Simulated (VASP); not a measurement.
# Ir (Fm-3m) in VASP: notebook

Runs on Ir. Level: LDA. Tasks: relaxation of cell and atoms, single point.

Program: VASP 6.6.1. These are calculated values, not measurements. Logs are shortened: lines on timing, memory, paths and dates and some standing lists are left out, and cuts for length are marked.

## (1) The cell of the first run

The structure is cubic, space group Fm-3m (No. 225). The conventional cell has a = 3.840 Å, b = 3.840 Å, c = 3.840 Å, α = 90.00°, β = 90.00°, γ = 90.00°. Ir (site symmetry m-3m) has 12 Ir at 2.72 Å within 3.6 Å.

## (2) Relaxation of cell and atoms, LDA

Contents of INCAR:

```
SYSTEM = Ir
PREC     = Accurate       ! precision mode
ENCUT    = 600            ! plane-wave cutoff, eV
EDIFF    = 1E-7           ! SCF threshold, eV
ISMEAR   = 0              ! smearing method
SIGMA    = 0.1            ! smearing width, eV
LREAL    = .FALSE.        ! projectors in reciprocal space
LASPH    = .TRUE.         ! aspherical terms in the spheres
NELM     = 100            ! most SCF steps
ALGO     = Fast           ! electronic algorithm
ISIF     = 3              ! what is computed and relaxed
LWAVE    = .FALSE.        ! write WAVECAR
LCHARG   = .FALSE.        ! write CHGCAR
GGA      = CA             ! functional
IBRION   = 2              ! ionic algorithm
NSW      = 80             ! ionic steps
EDIFFG   = -0.003         ! ionic threshold
```

Contents of KPOINTS:

```
regular mesh
0
G
  48 48 48
  0 0 0
```

Contents of POSCAR:

```
Ir
1.0
    0.0000000000      1.9200000000      1.9200000000
    1.9200000000      0.0000000000      1.9200000000
    1.9200000000      1.9200000000      0.0000000000
Ir
1
Direct
    0.0000000000      0.0000000000      0.0000000000
```

Potentials or basis: VASP PAW LDA potentials, release 64 (Ir).

Launch:

```bash
$ cat potpaw_LDA.64/Ir/POTCAR > POTCAR
$ mpirun -np 1 vasp_std > vasp.out
```

OUTCAR:

```text
SYSTEM = Ir
   PREC = Accurate
   ENCUT = 600
   EDIFF = 1E-7
   ISMEAR = 0
   LREAL = .FALSE.
   LASPH = .TRUE.
   NELM = 100
   ISIF = 3
   GGA = CA
   IBRION = 2
   NSW = 80
   EDIFFG = -0.003

 ion  position               nearest neighbor table
   1  0.000  0.000  0.000-

  LATTYP: Found a face centered cubic cell.
 ALAT       =     3.8400000000

  Lattice vectors:

 A1 = (   0.0000000000,   1.9200000000,   1.9200000000)
 A2 = (   1.9200000000,   0.0000000000,   1.9200000000)
 A3 = (   1.9200000000,   1.9200000000,   0.0000000000)

Analysis of symmetry for initial positions (statically):
=====================================================================
 Subroutine PRICEL returns:
 Original cell was already a primitive cell.

 Routine SETGRP: Setting up the symmetry group for a
 face centered cubic supercell.

 Subroutine GETGRP returns: Found 48 space group operations
 (whereof 48 operations were pure point group operations)
 out of a pool of 48 trial point group operations.

The static configuration has the point symmetry O_h .

Analysis of symmetry for dynamics (positions and initial velocities):
=====================================================================
 Subroutine PRICEL returns:
 Original cell was already a primitive cell.

 Routine SETGRP: Setting up the symmetry group for a
 face centered cubic supercell.

 Subroutine GETGRP returns: Found 48 space group operations
 (whereof 48 operations were pure point group operations)
 out of a pool of 48 trial point group operations.

The dynamic configuration has the point symmetry O_h .

 Subroutine INISYM returns: Found 48 space group operations
 (whereof 48 operations are pure point group operations),
 and found     1 'primitive' translations

----------------------------------------------------------------------------------------

                                     Primitive cell

  volume of cell :      14.1558

  direct lattice vectors                    reciprocal lattice vectors
     0.000000000  1.920000000  1.920000000    -0.260416667  0.260416667  0.260416667
     1.920000000  0.000000000  1.920000000     0.260416667 -0.260416667  0.260416667
     1.920000000  1.920000000  0.000000000     0.260416667  0.260416667 -0.260416667

  length of vectors
     2.715290040  2.715290040  2.715290040     0.451054898  0.451054898  0.451054898

  position of ions in fractional coordinates (direct lattice)
     0.000000000  0.000000000  0.000000000

  ion indices of the primitive-cell ions
   primitive index   ion index
                 1           1

----------------------------------------------------------------------------------------

 KPOINTS: regular mesh

Automatic generation of k-mesh.
 Grid dimensions read from file:
 generate k-points for:   48   48   48

 Generating k-lattice:

  Cartesian coordinates                     Fractional coordinates (reciprocal lattice)
    -0.005425347  0.005425347  0.005425347     0.020833333  0.000000000  0.000000000
     0.005425347 -0.005425347  0.005425347     0.000000000  0.020833333  0.000000000
     0.005425347  0.005425347 -0.005425347     0.000000000  0.000000000  0.020833333

  Length of vectors
     0.009396977  0.009396977  0.009396977

  Shift w.r.t. Gamma in fractional coordinates (k-lattice)
     0.000000000  0.000000000  0.000000000

 Subroutine IBZKPT returns following result:
 ===========================================

 Found   2769 irreducible k-points:

 Following reciprocal coordinates:
            Coordinates               Weight
  0.000000  0.000000  0.000000      1.000000
  0.020833  0.000000  0.000000      8.000000
  0.041667  0.000000  0.000000      8.000000
  0.062500  0.000000  0.000000      8.000000
  0.083333  0.000000  0.000000      8.000000
  0.104167  0.000000  0.000000      8.000000
[... 16 lines left out ...]
  0.458333  0.000000  0.000000      8.000000
  0.479167  0.000000  0.000000      8.000000
 [... further k-points ...]
   k-points           NKPTS =   2769   k-points in BZ     NKDIM =   2769   number of bands    NBANDS=      8
   number of dos      NEDOS =    301   number of ions     NIONS =      1
   total plane-waves  NPLWV =  13824
   dimension x,y,z NGX =    24 NGY =   24 NGZ =   24
   dimension x,y,z NGXF=    48 NGYF=   48 NGZF=   48
   ions per type =               1
   NGX,Y,Z   is equivalent  to a cutoff of  14.69, 14.69, 14.69 a.u.
   NGXF,Y,Z  is equivalent  to a cutoff of  29.39, 29.39, 29.39 a.u.
 SYSTEM =  Ir
   PREC   = accura    normal or accurate (medium, high low for compatibility)
   ISTART =      0    job   : 0-new  1-cont  2-samecut
   ICHARG =      2    charge: 1-file 2-atom 10-const
   ISPIN  =      1    spin polarized calculation?
   LNONCOLLINEAR =      F non collinear calculations
   LSORBIT =      F    spin-orbit coupling
   LASPH  =      T    aspherical Exc in radial PAW
   ENCUT  =  600.0 eV  44.10 Ry    6.64 a.u.   5.42  5.42  5.42*2*pi/ulx,y,z
   NELM   =    100;   NELMIN=  2; NELMDL= -5     # of ELM steps
   EDIFF  = 0.1E-06   stopping-criterion for ELM
   LREAL  =      F    real-space projection
   EDIFFG = -.3E-02   stopping-criterion for IOM
   NSW    =     80    number of steps for IOM
   IBRION =      2    ionic relax: 0-MD 1-quasi-New 2-CG
   NFREE  =      1    steps in history (QN), initial steepest desc. (CG)
   ISIF   =      3    stress and relaxation
   ISYM   =      2    0-nonsym 1-usesym 2-fastsym
   POTIM  = 0.5000    time-step for ionic-motion
   TEBEG  =    0.0;   TEEND  =   0.0 temperature during run
   PSTRESS=    0.0 pullay stress
   NELECT =       9.0000    total number of electrons
   NUPDOWN=      -1.0000    fix difference up-down
   EMIN   =  10.00;   EMAX   =-10.00  energy-range for DOS
   EFERMI =   0.00;   METHOD = LEGACY
   ISMEAR =     0;   SIGMA  =   0.10  broadening in eV -4-tet -1-fermi 0-gaus
   EFERMI_NEDOS =   21; number of points for ismear=-14 and -15
   IALGO  =     68    algorithm
   IMIX   =      4    mixing-type and parameters
     AMIX     =   0.40;   BMIX     =  1.00
     AMIX_MAG =   1.60;   BMIX_MAG =  1.00
  volume/ion in A,a.u.               =      14.16        95.53
  Fermi-wavevector in a.u.,A,eV,Ry     =   1.407703  2.660173 26.961691  1.981628
  Thomas-Fermi vector in A             =   2.529935
   LORBIT       =      0    0 simple, 1 ext, 2 COOP (PROOUT), +10 PAW based schemes
   GGA     = CA    functional components
   LHFCALC =     F    Hartree Fock is set to
   AEXX    =    0.0000 exact exchange contribution
   IVDW    =     0    specifies the selected vdW correction
   LEPSILON=     F    determine dielectric tensor
   LRPA    =     F    only Hartree local field effects (RPA)
 conjugate gradient relaxation of ions
 non-spin polarized calculation
 RMM-DIIS sequential band-by-band and
 Gauss-broadening in eV      SIGMA  =   0.10
  energy-cutoff  :      600.00
  volume of cell :       14.16
 maximum number of plane-waves:       495
 NGX is ok and might be reduce to    24
   NGX = 11   NGY = 11   NGZ = 11

--------------------------------------- Ionic step        1  -------------------------------------------

 number of electron       9.0000000 magnetization

 Free energy of the ion-electron system (eV)
  ---------------------------------------------------
  ext. energy  EPLUGINS =         0.00000000
  ---------------------------------------------------
  free energy    TOTEN  =       -10.32338217 eV

  energy without entropy =      -10.31898361  energy(sigma->0) =      -10.32118289

------------------------ aborting loop because EDIFF is reached ----------------------------------------

  FORCE on cell =-STRESS in cart. coord.  units (eV):
  Direction    XX          YY          ZZ          XY          YZ          ZX
  --------------------------------------------------------------------------------------
  -------------------------------------------------------------------------------------
  Total       -0.5551562     -0.5551562     -0.5551562      0.0000000      0.0000000      0.0000000
  in kB      -62.8336182    -62.8336182    -62.8336182      0.0000000      0.0000000      0.0000000
  external PRESSURE =     -62.8336182 kB  Pullay stress =       0.0000000 kB
[... 265 lines left out ...]
  energy  without entropy=      -10.3236287577  energy(sigma->0) =      -10.32576568

--------------------------------------- Ionic step        9  -------------------------------------------

 number of electron       9.0000000 magnetization

 Free energy of the ion-electron system (eV)
  ---------------------------------------------------
  ext. energy  EPLUGINS =         0.00000000
  ---------------------------------------------------
  free energy    TOTEN  =       -10.32790270 eV

  energy without entropy =      -10.32362928  energy(sigma->0) =      -10.32576599

 E-fermi :  10.5659     XC(G=0): -14.2295

 val. band max:       10.5644656208   @ k =  -0.3125   0.2708   0.0833
 cond. band min:      10.5658986759   @ k =   0.4375   0.1458   0.0625
 fundamental gap:      0.0014330551
 Fermi energy:        10.5658705796

 k-point     1 :       0.0000    0.0000    0.0000
  band No.  band energies     occupation
      1      -0.6875      2.00000
      2       6.5741      2.00000
      3       6.5741      2.00000
      4       6.5741      2.00000
      5       9.3683      2.00000
      6       9.3683      2.00000
      7      24.8981      0.00000
      8      30.5298      0.00000
[... 243 lines left out ...]
 k-point    24 :       0.4792    0.0000    0.0000
  band No.  band energies     occupation
      1       2.3048      2.00000
      2       6.4866      2.00000
      3       6.4866      2.00000
      4       9.7508      2.00000
      5      11.4871      0.00000
      6      11.4871      0.00000
      7      18.1095      0.00000
      8      24.4676      0.00000

 [... further k-points ...]

------------------------ aborting loop because EDIFF is reached ----------------------------------------

  FORCE on cell =-STRESS in cart. coord.  units (eV):
  Direction    XX          YY          ZZ          XY          YZ          ZX
  --------------------------------------------------------------------------------------
  -------------------------------------------------------------------------------------
  Total       -0.0022701     -0.0022701     -0.0022701     -0.0000000      0.0000000      0.0000000
  in kB       -0.2611148     -0.2611148     -0.2611148     -0.0000000      0.0000000      0.0000000
  external PRESSURE =      -0.2611148 kB  Pullay stress =       0.0000000 kB
[... 16 lines left out ...]
  FREE ENERGIE OF THE ION-ELECTRON SYSTEM (eV)
  ---------------------------------------------------
  free  energy   TOTEN  =       -10.3279026978 eV

  energy  without entropy=      -10.3236292835  energy(sigma->0) =      -10.32576599

 reached required accuracy - stopping structural energy minimisation
```

Run time: 11 min. Hardware: 1 thread of Intel Xeon 6975P-C (Granite Rapids), shared host; peak memory 0.62 GiB.

Results:

| Quantity | Value |
| --- | --- |
| Free energy | -10.3279 eV |
| Relaxed volume | 13.93 Å³/atom |
| Relaxed cell | a = 2.701 Å, b = 2.701 Å, c = 2.701 Å, α = 60.00°, β = 60.00°, γ = 60.00° |
| Space group after relaxing (to 0.1 Å) | Fm-3m (No. 225) |
| Energy gained by relaxing | 4.5 meV/atom |
| Ionic steps | 9 |
| Pressure after relaxing | 0.0 GPa |
| Band gap on the k mesh | zero (an odd number of electrons rules out a gap without spin polarisation) |

The path:
```
step  energy change (eV)  largest force (eV/Å)  pressure (GPa)  volume (Å³)
   1              0.0000                0.0000           -6.28        14.16
   2              0.0755                0.0000           31.12        13.05
   3             -0.0045                0.0000           -0.20        13.94
   4             -0.0045                0.0000           -0.04        13.93
   5             -0.0045                0.0000            0.10        13.92
   6             -0.0045                0.0000           -0.31        13.94
   7             -0.0045                0.0000            0.04        13.93
   8             -0.0045                0.0000           -0.04        13.93
   9             -0.0045                0.0000           -0.03        13.93
```

Final structure:
```
CELL_PARAMETERS angstrom
0.00000 1.90970 1.90970
1.90970 0.00000 1.90970
1.90970 1.90970 0.00000
ATOMIC_POSITIONS crystal
Ir 0.00000 0.00000 0.00000
```

Levels at points of the mesh, in eV from the Fermi level:
| k point | band 1 | band 2 | band 3 | band 4 | band 5 | band 6 | band 7 | band 8 |
| --- | --- | --- | --- | --- | --- | --- | --- | --- |
| (0.00, 0.00, 0.00) | -11.25 | -3.99 | -3.99 | -3.99 | -1.20 | -1.20 | 14.33 | 19.96 |
| (0.50, 0.00, 0.00) | -8.26 | -4.09 | -4.09 | -0.74 | 0.94 | 0.94 | 7.44 | 13.88 |
| (0.50, 0.50, 0.00) | -8.08 | -7.52 | 0.93 | 1.53 | 1.53 | 1.76 | 10.75 | 11.79 |

Caveat: spin-orbit coupling is left out, which moves the levels of the heavy elements.

## (3) Single point, LDA

This run uses another cell than the first one, of 13.84 Å³/atom.

Contents of INCAR:

```
  PREC = Accurate
  ENCUT = 560
  EDIFF = 1E-6
  ISMEAR = 0
  SIGMA = 0.1
  LREAL = F
  LASPH = T
  NELM = 120
  ALGO = Normal
  ISIF = 2
  LWAVE = F
  LCHARG = F
  NBANDS = 14
  GGA_COMPAT = F
```

Contents of KPOINTS:

```
regular mesh
0
Gamma
  48 48 48
```

Contents of POSCAR:

```
Ir
1.0
    0.0000000000      1.9054822473      1.9054822473
    1.9054822473      0.0000000000      1.9054822473
    1.9054822473      1.9054822473      0.0000000000
Ir
1
Direct
    0.0000000000      0.0000000000      0.0000000000
```

Potentials or basis: VASP PAW LDA potentials, release 64 (Ir_sv_GW).

Launch:

```bash
$ cat potpaw_LDA.64/Ir_sv_GW/POTCAR > POTCAR
$ mpirun -np 1 vasp_std > vasp.out
```

OUTCAR:

```text
PREC = Accurate
   ENCUT = 560
   EDIFF = 1E-6
   ISMEAR = 0
   LREAL = F
   LASPH = T
   NELM = 120
   ISIF = 2

 ion  position               nearest neighbor table
   1  0.000  0.000  0.000-

  LATTYP: Found a face centered cubic cell.
 ALAT       =     3.8109644946

  Lattice vectors:

 A1 = (   0.0000000000,   1.9054822473,   1.9054822473)
 A2 = (   1.9054822473,   0.0000000000,   1.9054822473)
 A3 = (   1.9054822473,   1.9054822473,   0.0000000000)

Analysis of symmetry for initial positions (statically):
=====================================================================
 Subroutine PRICEL returns:
 Original cell was already a primitive cell.

 Routine SETGRP: Setting up the symmetry group for a
 face centered cubic supercell.

 Subroutine GETGRP returns: Found 48 space group operations
 (whereof 48 operations were pure point group operations)
 out of a pool of 48 trial point group operations.

The static configuration has the point symmetry O_h .

Analysis of symmetry for dynamics (positions and initial velocities):
=====================================================================
 Subroutine PRICEL returns:
 Original cell was already a primitive cell.

[... 168 lines left out ...]
      6       9.0524      2.00000
      7       9.0524      2.00000
      8       9.0524      2.00000
      9      11.8703      2.00000
     10      11.8703      2.00000
     11      26.6754      0.00000
     12      32.2733      0.00000
     13      32.2733      0.00000
     14      32.2733      0.00000
[... 377 lines left out ...]
      1     -79.4401      2.00000
      2     -37.0144      2.00000
      3     -36.2750      2.00000
      4     -36.2750      2.00000
      5       4.7566      2.00000
      6       8.9599      2.00000
      7       8.9599      2.00000
      8      12.2594      2.00000
      9      14.0179      0.00000
     10      14.0179      0.00000
     11      20.7110      0.00000
     12      26.3735      0.00000
     13      32.3973      0.00000
     14      32.3973      0.00000

 [... further k-points ...]

------------------------ aborting loop because EDIFF is reached ----------------------------------------

  FORCE on cell =-STRESS in cart. coord.  units (eV):
  Direction    XX          YY          ZZ          XY          YZ          ZX
  --------------------------------------------------------------------------------------
  -------------------------------------------------------------------------------------
  Total       -0.0299728     -0.0299728     -0.0299728      0.0000000     -0.0000000      0.0000000
  in kB       -3.4705105     -3.4705105     -3.4705105      0.0000000     -0.0000000      0.0000000
  external PRESSURE =      -3.4705105 kB  Pullay stress =       0.0000000 kB

 VOLUME and BASIS-vectors are now :
 -----------------------------------------------------------------------------
  energy-cutoff  :      560.00
  volume of cell :       13.84
      direct lattice vectors                 reciprocal lattice vectors
     0.000000000  1.905482247  1.905482247    -0.262400765  0.262400765  0.262400765
     1.905482247  0.000000000  1.905482247     0.262400765 -0.262400765  0.262400765
     1.905482247  1.905482247  0.000000000     0.262400765  0.262400765 -0.262400765

 POSITION                                       TOTAL-FORCE (eV/Angst)
 -----------------------------------------------------------------------------------
      0.00000      0.00000      0.00000        -0.000000      0.000000     -0.000000
 -----------------------------------------------------------------------------------
    total drift:                                0.000000      0.000000     -0.000000

  FREE ENERGIE OF THE ION-ELECTRON SYSTEM (eV)
  ---------------------------------------------------
  free  energy   TOTEN  =       -10.9078649828 eV

  energy  without entropy=      -10.9036522324  energy(sigma->0) =      -10.90575861
```

stdout:

```text
POSCAR found type information on POSCAR Ir
 POSCAR found :  1 types and       1 ions
 scaLAPACK will be used
 LDA part: xc-table for (Slater(with rela. corr.)+CA(PZ))
 , standard interpolation
 POSCAR, INCAR and KPOINTS ok, starting setup
 FFT: planning ... GRIDC
 FFT: planning ... GRID_SOFT
 FFT: planning ... GRID
 WAVECAR not read
 entering main loop
```

Wall time 6.1 min (1 thread of Intel Xeon Platinum 8259CL at 2.50GHz (Skylake/Cascade Lake), shared host); peak memory 0.7 GiB.

What came out:

- Free energy: -10.9079 eV
- Pressure: -0.3 GPa
- Band gap on the k mesh: zero (an odd number of electrons rules out a gap without spin polarisation)

Levels at points of the mesh, in eV from the Fermi level:
```csv
k point,band 5,band 6,band 7,band 8,band 9,band 10,band 11,band 12
"(0.00, 0.00, 0.00)",-11.30,-4.02,-4.02,-4.02,-1.21,-1.21,13.60,19.20
"(0.50, 0.00, 0.00)",-8.32,-4.12,-4.12,-0.74,0.97,0.97,7.54,13.27
"(0.50, 0.50, 0.00)",-8.15,-7.58,0.95,1.56,1.56,1.76,10.88,11.61
```

Caveat: spin-orbit coupling is left out, which moves the levels of the heavy elements.
